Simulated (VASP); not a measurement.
# WC (P-6m2) in VASP: notebook

WC is run at these levels: PBE; tasks: single point.

All numbers are computed with VASP 6.6.1; they aren't measurements. Logs are shortened: lines on timing, memory, paths and dates and some standing lists are left out, and cuts for length are marked.

### 1 The cell of the first run

Symmetry: P-6m2, No. 187, hexagonal system. Conventional cell: a = 2.879 Å, b = 2.879 Å, c = 2.812 Å, α = 90.00°, β = 90.00°, γ = 120.00°. Within 2.9 Å of W (site symmetry -6m2) lie 6 C at 2.18 Å and 8 W at 2.81 to 2.88 Å. Within 2.9 Å of C (site symmetry -6m2) lie 6 W at 2.18 Å and 8 C at 2.81 to 2.88 Å.

### 2 Single point, PBE, collinear spin (10.09 Å³/atom)

INCAR reads:

```
SYSTEM = WC
PREC = Accurate
ENCUT = 520
EDIFF = 1E-7
ISMEAR = -1
SIGMA = 0.05
LREAL = .FALSE.
LASPH = .TRUE.
NELM = 150
ALGO = Normal
ISIF = 2
LWAVE = .FALSE.
LCHARG = .FALSE.
ISPIN = 2
MAGMOM = 2 0
LORBIT = 11
LMAXMIX = 4
GGA = PE
NBANDS = 20
```

KPOINTS reads:

```
Automatic mesh
0
G
  18 18 16
  0 0 0
```

POSCAR reads:

```
WC
1.0
    2.8787484072      0.0000000000      0.0000000000
   -1.4393742036      2.4930692517      0.0000000000
    0.0000000000      0.0000000000      2.8123967429
W C
1 1
Direct
    0.0000000000      0.0000000000      0.0000000000
    0.6666666667      0.3333333333      0.5000000000
```

Potentials or basis: VASP PAW PBE potentials, release 64 (W_sv, C).

Run with:

```
$ cat potpaw_PBE.64/W_sv/POTCAR potpaw_PBE.64/C/POTCAR > POTCAR
$ mpirun -np 1 vasp_std > vasp.out
```

OUTCAR:

```text
SYSTEM = WC
   PREC = Accurate
   ENCUT = 520
   EDIFF = 1E-7
   ISMEAR = -1
   LREAL = .FALSE.
   LASPH = .TRUE.
   NELM = 150
   ISIF = 2
   ISPIN = 2
   LORBIT = 11
   GGA = PE

 ion  position               nearest neighbor table
   1  0.000  0.000  0.000-   2 2.18   2 2.18   2 2.18   2 2.18   2 2.18   2 2.18
   2  0.667  0.333  0.500-   1 2.18   1 2.18   1 2.18   1 2.18   1 2.18   1 2.18

  LATTYP: Found a hexagonal cell.
 ALAT       =     2.8787484072
 C/A-ratio  =     0.9769512111

  Lattice vectors:

 A1 = (   2.8787484072,   0.0000000000,   0.0000000000)
 A2 = (  -1.4393742036,   2.4930692517,   0.0000000000)
 A3 = (   0.0000000000,   0.0000000000,   2.8123967429)

Analysis of symmetry for initial positions (statically):
=====================================================================
 Subroutine PRICEL returns:
 Original cell was already a primitive cell.

 Routine SETGRP: Setting up the symmetry group for a
 hexagonal supercell.

 Subroutine GETGRP returns: Found 12 space group operations
 (whereof 12 operations were pure point group operations)
 out of a pool of 24 trial point group operations.

The static configuration has the point symmetry D_3h.

Analysis of symmetry for dynamics (positions and initial velocities):
=====================================================================
 Subroutine PRICEL returns:
 Original cell was already a primitive cell.

 Routine SETGRP: Setting up the symmetry group for a
 hexagonal supercell.

 Subroutine GETGRP returns: Found 12 space group operations
 (whereof 12 operations were pure point group operations)
 out of a pool of 24 trial point group operations.

The dynamic configuration has the point symmetry D_3h.

Analysis of structural, dynamic, and magnetic symmetry:
=====================================================================
 Subroutine PRICEL returns:
 Original cell was already a primitive cell.

 Routine SETGRP: Setting up the symmetry group for a
 hexagonal supercell.

 Subroutine GETGRP returns: Found 12 space group operations
 (whereof 12 operations were pure point group operations)
 out of a pool of 24 trial point group operations.

The overall configuration has the point symmetry D_3h.

 Subroutine INISYM returns: Found 12 space group operations
 (whereof 12 operations are pure point group operations),
 and found     1 'primitive' translations

----------------------------------------------------------------------------------------

                                     Primitive cell

  volume of cell :      20.1843

  direct lattice vectors                    reciprocal lattice vectors
     2.878748407  0.000000000  0.000000000     0.347373184  0.200556001  0.000000000
    -1.439374204  2.493069252  0.000000000     0.000000000  0.401112003  0.000000000
     0.000000000  0.000000000  2.812396743     0.000000000  0.000000000  0.355568610

  length of vectors
     2.878748407  2.878748407  2.812396743     0.401112003  0.401112003  0.355568610

  position of ions in fractional coordinates (direct lattice)
     0.000000000  0.000000000  0.000000000
     0.666666667  0.333333333  0.500000000

  ion indices of the primitive-cell ions
   primitive index   ion index
                 1           1
                 2           2

----------------------------------------------------------------------------------------

 KPOINTS: Automatic mesh

Automatic generation of k-mesh.
 Grid dimensions read from file:
 generate k-points for:   18   18   16

 Generating k-lattice:

  Cartesian coordinates                     Fractional coordinates (reciprocal lattice)
     0.019298510  0.011142000  0.000000000     0.055555556  0.000000000  0.000000000
     0.000000000  0.022284000  0.000000000     0.000000000  0.055555556  0.000000000
     0.000000000  0.000000000  0.022223038     0.000000000  0.000000000  0.062500000

  Length of vectors
     0.022284000  0.022284000  0.022223038

  Shift w.r.t. Gamma in fractional coordinates (k-lattice)
     0.000000000  0.000000000  0.000000000

 Subroutine IBZKPT returns following result:
 ===========================================

 Found    333 irreducible k-points:

 Following reciprocal coordinates:
            Coordinates               Weight
  0.000000  0.000000  0.000000      1.000000
  0.055556  0.000000  0.000000      6.000000
  0.111111  0.000000  0.000000      6.000000
  0.166667 -0.000000  0.000000      6.000000
  0.222222 -0.000000  0.000000      6.000000
  0.277778  0.000000  0.000000      6.000000
[... 16 lines left out ...]
  0.333333  0.111111  0.000000     12.000000
  0.388889  0.111111  0.000000     12.000000
 [... further k-points ...]
   k-points           NKPTS =    333   k-points in BZ     NKDIM =    333   number of bands    NBANDS=     20
   number of dos      NEDOS =    301   number of ions     NIONS =      2
   total plane-waves  NPLWV =  13824
   dimension x,y,z NGX =    24 NGY =   24 NGZ =   24
   dimension x,y,z NGXF=    48 NGYF=   48 NGZF=   48
   ions per type =               1   1
   NGX,Y,Z   is equivalent  to a cutoff of  13.86, 13.86, 14.19 a.u.
   NGXF,Y,Z  is equivalent  to a cutoff of  27.72, 27.72, 28.37 a.u.
 SYSTEM =  WC
   PREC   = accura    normal or accurate (medium, high low for compatibility)
   ISTART =      0    job   : 0-new  1-cont  2-samecut
   ICHARG =      2    charge: 1-file 2-atom 10-const
   ISPIN  =      2    spin polarized calculation?
   LNONCOLLINEAR =      F non collinear calculations
   LSORBIT =      F    spin-orbit coupling
   LASPH  =      T    aspherical Exc in radial PAW
   ENCUT  =  520.0 eV  38.22 Ry    6.18 a.u.   5.35  5.35  5.23*2*pi/ulx,y,z
   NELM   =    150;   NELMIN=  2; NELMDL= -5     # of ELM steps
   EDIFF  = 0.1E-06   stopping-criterion for ELM
   LREAL  =      F    real-space projection
   EDIFFG = 0.1E-05   stopping-criterion for IOM
   NSW    =      0    number of steps for IOM
   IBRION =     -1    ionic relax: 0-MD 1-quasi-New 2-CG
   NFREE  =      0    steps in history (QN), initial steepest desc. (CG)
   ISIF   =      2    stress and relaxation
   ISYM   =      2    0-nonsym 1-usesym 2-fastsym
   POTIM  = 0.5000    time-step for ionic-motion
   TEBEG  =    0.0;   TEEND  =   0.0 temperature during run
   PSTRESS=    0.0 pullay stress
   NELECT =      18.0000    total number of electrons
   NUPDOWN=      -1.0000    fix difference up-down
   EMIN   =  10.00;   EMAX   =-10.00  energy-range for DOS
   EFERMI =   0.00;   METHOD = LEGACY
   ISMEAR =    -1;   SIGMA  =   0.05  broadening in eV -4-tet -1-fermi 0-gaus
   EFERMI_NEDOS =   21; number of points for ismear=-14 and -15
   IALGO  =     38    algorithm
   IMIX   =      4    mixing-type and parameters
     AMIX     =   0.40;   BMIX     =  1.00
     AMIX_MAG =   1.60;   BMIX_MAG =  1.00
  volume/ion in A,a.u.               =      10.09        68.11
  Fermi-wavevector in a.u.,A,eV,Ry     =   1.575775  2.977782 33.784162  2.483066
  Thomas-Fermi vector in A             =   2.676708
   LORBIT       =     11    0 simple, 1 ext, 2 COOP (PROOUT), +10 PAW based schemes
   GGA     = PE    functional components
   LHFCALC =     F    Hartree Fock is set to
   AEXX    =    0.0000 exact exchange contribution
   IVDW    =     0    specifies the selected vdW correction
   LEPSILON=     F    determine dielectric tensor
   LRPA    =     F    only Hartree local field effects (RPA)
 spin polarized calculation
  energy-cutoff  :      520.00
  volume of cell :       20.18
 maximum number of plane-waves:       568
 NGX is ok and might be reduce to    24
   NGX = 11   NGY = 11   NGZ = 11

 number of electron      18.0000000 magnetization       0.0001402

 number of electron      18.0000000 magnetization      -0.0000025

 Free energy of the ion-electron system (eV)
  ---------------------------------------------------
  ext. energy  EPLUGINS =         0.00000000
  ---------------------------------------------------
  free energy    TOTEN  =       -22.39751737 eV

  energy without entropy =      -22.39514248  energy(sigma->0) =      -22.39632992

 E-fermi :  11.4906     XC(G=0): -13.9554

 val. band max:       11.4727148112   @ k =   0.3333   0.3333   0.0625
 cond. band min:      11.4933239594   @ k =   0.3333   0.2222   0.0000
 fundamental gap:      0.0206091482
 Fermi energy:        11.4906275214

 spin component 1

 k-point     1 :       0.0000    0.0000    0.0000
  band No.  band energies     occupation
      1     -62.4645      1.00000
      2     -26.4455      1.00000
      3     -26.3321      1.00000
      4     -26.3321      1.00000
      5      -3.1837      1.00000
      6       7.0055      1.00000
[... 12 lines left out ...]
     19      35.1293      0.00000
     20      35.1293      0.00000

 k-point     2 :       0.0556    0.0000    0.0000
  band No.  band energies     occupation
      1     -62.4625      1.00000
      2     -26.4418      1.00000
      3     -26.3610      1.00000
      4     -26.3386      1.00000
      5      -3.0989      1.00000
      6       7.0390      1.00000
[... 12 lines left out ...]
     19      35.2873      0.00000
     20      36.0714      0.00000

 k-point     3 :       0.1111    0.0000    0.0000
  band No.  band energies     occupation
      1     -62.4568      1.00000
      2     -26.4435      1.00000
      3     -26.4310      1.00000
      4     -26.3572      1.00000
      5      -2.8515      1.00000
      6       7.0209      1.00000
[... 12 lines left out ...]
     19      35.7548      0.00000
     20      37.8249      0.00000

 k-point     4 :       0.1667   -0.0000    0.0000
  band No.  band energies     occupation
      1     -62.4479      1.00000
      2     -26.5680      1.00000
      3     -26.4146      1.00000
      4     -26.3856      1.00000
      5      -2.4614      1.00000
      6       6.6517      1.00000
[... 429 lines left out ...]
 k-point    23 :       0.3333    0.1111    0.0000
  band No.  band energies     occupation
      1     -62.4033      1.00000
      2     -27.1123      1.00000
      3     -26.5806      1.00000
      4     -26.3311      1.00000
      5      -0.0889      1.00000
      6       4.6956      1.00000
[... 12 lines left out ...]
     19      35.7268      0.00000
     20      38.9673      0.00000

 k-point    24 :       0.3889    0.1111    0.0000
  band No.  band energies     occupation
      1     -62.3978      1.00000
      2     -27.1763      1.00000
      3     -26.6036      1.00000
      4     -26.3208      1.00000
      5       0.2932      1.00000
      6       4.4752      1.00000
[... 12 lines left out ...]
     19      36.3654      0.00000
     20      38.9610      0.00000

 [... further k-points ...]

 spin component 2

 k-point     1 :       0.0000    0.0000    0.0000
  band No.  band energies     occupation
      1     -62.4645      1.00000
      2     -26.4455      1.00000
      3     -26.3321      1.00000
      4     -26.3321      1.00000
      5      -3.1837      1.00000
      6       7.0055      1.00000
[... 12 lines left out ...]
     19      35.1293      0.00000
     20      35.1293      0.00000

 k-point     2 :       0.0556    0.0000    0.0000
  band No.  band energies     occupation
      1     -62.4626      1.00000
      2     -26.4418      1.00000
      3     -26.3610      1.00000
      4     -26.3386      1.00000
      5      -3.0989      1.00000
      6       7.0390      1.00000
[... 12 lines left out ...]
     19      35.2873      0.00000
     20      36.0714      0.00000

 k-point     3 :       0.1111    0.0000    0.0000
  band No.  band energies     occupation
      1     -62.4568      1.00000
      2     -26.4435      1.00000
      3     -26.4310      1.00000
      4     -26.3572      1.00000
      5      -2.8515      1.00000
      6       7.0209      1.00000
[... 12 lines left out ...]
     19      35.7548      0.00000
     20      37.8249      0.00000

 k-point     4 :       0.1667   -0.0000    0.0000
  band No.  band energies     occupation
      1     -62.4480      1.00000
      2     -26.5680      1.00000
      3     -26.4146      1.00000
      4     -26.3856      1.00000
      5      -2.4614      1.00000
      6       6.6517      1.00000
[... 429 lines left out ...]
 k-point    23 :       0.3333    0.1111    0.0000
  band No.  band energies     occupation
      1     -62.4033      1.00000
      2     -27.1123      1.00000
      3     -26.5806      1.00000
      4     -26.3311      1.00000
      5      -0.0889      1.00000
      6       4.6956      1.00000
[... 12 lines left out ...]
     19      35.7268      0.00000
     20      38.9673      0.00000

 k-point    24 :       0.3889    0.1111    0.0000
  band No.  band energies     occupation
      1     -62.3978      1.00000
      2     -27.1763      1.00000
      3     -26.6036      1.00000
      4     -26.3208      1.00000
      5       0.2932      1.00000
      6       4.4752      1.00000
[... 12 lines left out ...]
     19      36.3654      0.00000
     20      38.9610      0.00000

 [... further k-points ...]
[... 5 lines left out ...]
  --------------------------------------------------------------------------------------
  -------------------------------------------------------------------------------------
  Total        2.3339104      2.3339104      2.4721639     -0.0000000     -0.0000000     -0.0000000
  in kB      185.2593420    185.2593420    196.2335235     -0.0000000     -0.0000000     -0.0000000
  external PRESSURE =     188.9174025 kB  Pullay stress =       0.0000000 kB

 VOLUME and BASIS-vectors are now :
 -----------------------------------------------------------------------------
  energy-cutoff  :      520.00
  volume of cell :       20.18
      direct lattice vectors                 reciprocal lattice vectors
     2.878748407  0.000000000  0.000000000     0.347373184  0.200556001  0.000000000
    -1.439374204  2.493069252  0.000000000     0.000000000  0.401112003  0.000000000
     0.000000000  0.000000000  2.812396743     0.000000000  0.000000000  0.355568610

 POSITION                                       TOTAL-FORCE (eV/Angst)
 -----------------------------------------------------------------------------------
      0.00000      0.00000      0.00000        -0.000000      0.000000      0.000000
      1.43937      0.83102      1.40620         0.000000      0.000000      0.000000
 -----------------------------------------------------------------------------------
    total drift:                                0.000000     -0.000000      0.000000

  FREE ENERGIE OF THE ION-ELECTRON SYSTEM (eV)
  ---------------------------------------------------
  free  energy   TOTEN  =       -22.3975173691 eV

  energy  without entropy=      -22.3951424763  energy(sigma->0) =      -22.39632992

 total charge

# of ion       s       p       d       tot
------------------------------------------
    1        2.356   6.448   3.452  12.257
    2        0.858   1.600   0.000   2.458
--------------------------------------------------
tot          3.215   8.048   3.452  14.715

 magnetization (x)

# of ion       s       p       d       tot
------------------------------------------
    1       -0.000  -0.000  -0.000  -0.000
    2        0.000  -0.000   0.000   0.000
--------------------------------------------------
tot          0.000  -0.000  -0.000  -0.000
```

Wall time 2.6 min (1 thread of AMD EPYC 9R45 (Zen 5), shared host); peak memory 0.28 GiB.

Results:

```yaml
Free_energy: -22.3975 eV
Pressure: 18.9 GPa
Band_gap_on_the_k_mesh: zero (filled and empty bands overlap)
Net_moment: 0.00 μB per cell
Valence_electrons_inside_the_program's_atomic_spheres: W 12.26; C 2.46
```

Levels at points of the mesh, in eV from the Fermi level:
Spin up:
```csv
k point,band 5,band 6,band 7,band 8,band 9,band 10,band 11,band 12,band 13,band 14
"(0.00, 0.00, 0.00)",-14.67,-4.49,-3.45,-3.45,0.07,3.36,3.36,5.77,5.77,6.57
"(0.50, 0.00, 0.00)",-11.24,-7.17,-3.76,-3.71,-0.48,2.42,4.70,5.08,7.01,9.87
"(0.00, 0.00, 0.50)",-10.48,-8.84,-2.09,-2.09,-0.63,-0.63,3.76,4.59,4.59,10.14
"(0.50, 0.00, 0.50)",-11.51,-6.64,-4.46,-4.27,0.33,4.61,5.51,6.88,9.47,10.54
```
Spin down:
| k point | band 7 | band 8 | band 9 | band 10 | band 11 | band 12 |
| --- | --- | --- | --- | --- | --- | --- |
| (0.00, 0.00, 0.00) | -3.45 | -3.45 | 0.07 | 3.36 | 3.36 | 5.77 |
| (0.50, 0.00, 0.00) | -3.76 | -3.71 | -0.48 | 2.42 | 4.70 | 5.08 |
| (0.00, 0.00, 0.50) | -2.09 | -2.09 | -0.63 | -0.63 | 3.76 | 4.59 |
| (0.50, 0.00, 0.50) | -4.46 | -4.27 | 0.33 | 4.61 | 5.51 | 6.88 |

Caveat: the cell stands under pressure; spin-orbit coupling is left out, which moves the levels of the heavy elements.

### 3 Single point, PBE, collinear spin (z stretched by -2 %, then relaxed in part)

INCAR reads:

```
ALGO = Normal
EDIFF = 1E-7
ENCUT = 520
GGA = PE
ISIF = 2
ISMEAR = -1
ISPIN = 2
LASPH = True
LCHARG = False
LMAXMIX = 4
LORBIT = 11
LREAL = False
LWAVE = False
MAGMOM = 2 0
NBANDS = 20
NELM = 150
PREC = Accurate
SIGMA = 0.05
```

KPOINTS reads:

```
k-points
0
Gamma
  18 18 16
```

POSCAR reads:

```
WC
1.0
    2.8982000000      0.0000000000      0.0000000000
   -1.4491000000      2.5099148252      0.0000000000
    0.0000000000      0.0000000000      2.7747720000
W C
1 1
Direct
    0.0000000000      0.0000000000      0.0000000000
    0.6666666667      0.3333333333      0.5000000000
```

Potentials or basis: VASP PAW PBE potentials, release 64 (W_sv, C).

Run with:

```
$ cat potpaw_PBE.64/W_sv/POTCAR potpaw_PBE.64/C/POTCAR > POTCAR
$ mpirun -np 1 vasp_std > vasp.out
```

Wall time 2.7 min (1 thread of AMD EPYC 9R45 (Zen 5), shared host); peak memory 0.28 GiB.

It converged, with:

```yaml
Free_energy: -22.3822 eV
Pressure: 19.9 GPa
Band_gap_on_the_k_mesh: zero (filled and empty bands overlap)
Net_moment: 0.00 μB per cell
Valence_electrons_inside_the_program's_atomic_spheres: W 12.26; C 2.46
```

Stress tensor (GPa, compression positive):
```
14.30  0.00  0.00
 0.00 14.30  0.00
 0.00  0.00 31.17
```

Levels at points of the mesh, in eV from the Fermi level:
Spin up:
```tsv
k point	band 5	band 6	band 7	band 8	band 9	band 10	band 11	band 12	band 13	band 14
(0.00, 0.00, 0.00)	-14.70	-4.48	-3.61	-3.61	0.27	3.39	3.39	5.85	5.85	6.36
(0.50, 0.00, 0.00)	-11.33	-7.21	-3.73	-3.53	-0.63	2.50	4.56	4.84	7.12	10.05
(0.00, 0.00, 0.50)	-10.39	-8.82	-2.30	-2.30	-0.62	-0.62	4.11	4.47	4.47	10.21
(0.50, 0.00, 0.50)	-11.53	-6.65	-4.63	-4.22	0.36	4.48	5.63	6.88	9.45	10.62
```
Spin down:
```csv
k point,band 6,band 7,band 8,band 9,band 10,band 11,band 12,band 13
"(0.00, 0.00, 0.00)",-4.48,-3.61,-3.61,0.27,3.39,3.39,5.85,5.85
"(0.50, 0.00, 0.00)",-7.21,-3.73,-3.53,-0.63,2.50,4.56,4.84,7.12
"(0.00, 0.00, 0.50)",-8.82,-2.30,-2.30,-0.62,-0.62,4.11,4.47,4.47
"(0.50, 0.00, 0.50)",-6.65,-4.63,-4.22,0.36,4.48,5.63,6.88,9.45
```

Caveat: the cell differs from its parent crystal (z stretched by -2 %, then relaxed in part); the stress differs along the axes, from 14 to 31 GPa; spin-orbit coupling is left out, which moves the levels of the heavy elements.

[end of part 1 of 2]

The gap in the log of VASP goes by the Fermi energy; the results here count the filled bands.